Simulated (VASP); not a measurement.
Wanted: the native input for a VASP 6.6.1 run.

| Item | Value |
| --- | --- |
| Task | single point |
| Functional | PBEsol |
| Potentials or basis | VASP PAW PBE potentials, release 64 (Co, O) |
| Cutoff | 520 eV |
| k mesh | 9 × 9 × 9 |
| Occupations | gaussian, width 0.01 eV |
| Spin | collinear spin, ferromagnetic start |
| Starting moments | [2.75, 0.38] μB |
| Dipole correction | no |
| Further INCAR settings | ALGO = Normal; EDIFF = 1e-06; NBANDS = 18 |

The structure of CoO lies in POSCAR:

```
CoO
1.0
    1.5054695445      0.8691832468      2.4399269062
   -1.5054695445      0.8691832468      2.4399269062
    0.0000000000     -1.7383664936      2.4399269062
Co O
1 1
Direct
    0.0000000000      0.0000000000      0.0000000000
    0.5000000000      0.5000000000      0.5000000000
```

These files were run (other wordings do the same):

INCAR

```
SYSTEM = CoO
PREC = Accurate
ENCUT = 520
EDIFF = 1E-6
ISMEAR = 0
SIGMA = 0.01
LREAL = .False.
LASPH = .True.
NELM = 150
ALGO = Normal
ISIF = 2
LWAVE = .False.
LCHARG = .False.
ISPIN = 2
MAGMOM = 2.75 0.38
LORBIT = 11
LMAXMIX = 4
GGA = PS
NBANDS = 18
```

KPOINTS

```
Automatic mesh
0
Gamma
  9 9 9
  0 0 0
```

Potentials or basis: VASP PAW PBE potentials, release 64 (Co, O).

Run with:

```console
$ cat potpaw_PBE.64/Co/POTCAR potpaw_PBE.64/O/POTCAR > POTCAR
$ mpirun -np 1 vasp_std > vasp.out
```

Results of the run:

```yaml
Pressure: -9.6 GPa
Net_moment: 2.95 μB per cell
Site_moments: Co +2.58; O +0.33 μB
Valence_electrons_inside_the_program's_atomic_spheres: Co 7.82; O 4.96
```

Caveat: the PAW data sets were made with another functional, which shifts forces and pressure a little; a cell with one magnetic atom can't hold antiferromagnetic order, which such compounds often take.

Wall time 41 s on 1 thread of Intel(R) Xeon(R) Platinum 8488C (Sapphire Rapids) (shared host), peak memory 0.17 GiB.
